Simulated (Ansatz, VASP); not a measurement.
# Ta: VASP beside Ansatz

```xyz
2
Lattice="0.0000 3.0530 3.0530 3.0530 0.0000 3.0530 3.0530 3.0530 0.0000" Properties=species:S:1:pos:R:3 pbc="T T T"
Ta    0.7632    0.7632    0.7632
Ta    5.3427    5.3427    5.3427
```

Alike in both runs: task single point; functional PBE; k mesh 10 × 10 × 10; occupations fermi-dirac, width 0.1 eV; no spin polarisation.

|  | VASP | Ansatz |
| --- | --- | --- |
| version | VASP 6.6.1 | Ansatz 0.2.0 |
| potentials or method | VASP PAW PBE potentials, release 64 (Ta_pv), cutoff 520 eV | plane waves (420 eV) with PAW, scalar-relativistic |
| valence electrons in the cell | 22 | 26 |

```csv
,VASP,Ansatz,Ansatz less VASP
pressure (GPa),0.1,0.0,-0.06
```

VASP's potentials hold 22 valence electrons a cell and Ansatz's 26, so a difference there can come from the potentials and not from the codes.

Neither program's run includes spin-orbit coupling.
